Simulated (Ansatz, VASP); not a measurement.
One calculation of Cu6H, two programs

```
Cu H
1.0
     5.13324    0.00000    0.00000
     0.00000    5.13324    0.00000
     0.00000    0.00000   21.52891
Cu H
12 2
Direct
  0.25000 0.25000 0.18580
  0.25000 0.75000 0.18580
  0.75000 0.25000 0.18580
  0.75000 0.75000 0.18580
  0.00000 0.00000 0.26776
  0.00000 0.50000 0.26776
  0.50000 0.00000 0.26776
  0.50000 0.50000 0.26776
  0.25000 0.25000 0.34971
  0.25000 0.75000 0.34971
  0.75000 0.25000 0.34971
  0.75000 0.75000 0.34971
  0.13497 0.00000 0.37061
  0.36503 0.00000 0.37061
```

Alike in both runs: task single point; functional PBE; k mesh 5 × 5 × 1; occupations gaussian, width 0.1 eV; no spin polarisation.

|  | VASP | Ansatz |
| --- | --- | --- |
| version | VASP 6.6.1 | Ansatz 0.2.0 |
| potentials or method | VASP PAW PBE potentials, release 64 (Cu, H), cutoff 520 eV | scalar-relativistic, plane waves, PAW |
| valence electrons in the cell | 134 | 230 |

```tsv
	VASP	Ansatz	Ansatz less VASP
gap on the k mesh at the Fermi level (eV)	none	none	-
rms of the force components (eV/Å)	0.918	0.898	-0.0195
```

Atom by atom the forces differ by 0.023 eV/Å (rms over components). A gap of «none» marks a metal or a gap that the smearing closes. VASP's potentials hold 134 valence electrons a cell and Ansatz's 230, so a difference there can come from the potentials and not from the codes.
